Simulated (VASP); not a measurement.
**Sn4Ge3: single point with LDA**

Crystal: Sn4Ge3.

```
CELL_PARAMETERS angstrom
0.67283 -3.97379 0.00000
0.00000 2.04385 -3.47367
12.07121 0.00000 0.00000
ATOMIC_POSITIONS crystal
Ge 0.00000 0.00000 0.00000
Ge 0.14280 0.57140 0.28580
Ge 0.85720 0.42860 0.71420
Sn 0.71420 0.85710 0.42870
Sn 0.28580 0.14290 0.57130
Sn 0.42860 0.71430 0.85710
Sn 0.57140 0.28570 0.14290
```

```
Program             : VASP 6.6.1
Task                : single point
Functional          : LDA
Potentials or basis : VASP PAW LDA potentials, release 64 (Ge_d, Sn_d)
Cutoff              : 520 eV
k mesh              : 5 × 5 × 5
Occupations         : fermi-dirac, width 0.0189 eV
Spin                : no spin polarisation
```

```
Pressure               : -1.1 GPa
Largest force          : 0.998 eV/Å
Band gap on the k mesh : zero (bands 49 and 50 overlap by 2.02 eV)
```

Forces on the atoms (eV/Å):
```
Ge   0.000  0.000  0.000
Ge  -0.032 -0.005 -0.003
Ge   0.032  0.005  0.003
Sn  -0.980 -0.166 -0.098
Sn   0.980  0.166  0.098
Sn   0.013  0.002  0.001
Sn  -0.013 -0.002 -0.001
```

Stress tensor (GPa, compression positive):
```
-1.94 -0.21 -0.13
-0.21 -0.72 -0.02
-0.13 -0.02 -0.70
```

Levels at points of the mesh, in eV from the Fermi level:
| k point | band 45 | band 46 | band 47 | band 48 | band 49 | band 50 | band 51 | band 52 | band 53 | band 54 |
| --- | --- | --- | --- | --- | --- | --- | --- | --- | --- | --- |
| (0.00, 0.00, 0.00) | 0.36 | 0.36 | 0.84 | 0.84 | 1.27 | 1.27 | 1.47 | 1.56 | 2.17 | 3.12 |

It took 3.2 min on 1 thread of AMD EPYC 7R43 64-Core Processor (Zen 3), with other jobs on the host, peak memory 0.26 GiB.

Caveat: the k points lie up to 0.36 Å⁻¹ apart, too coarse for converged energies and pressures of a metal; spin-orbit coupling is left out, which moves the levels of the heavy elements.
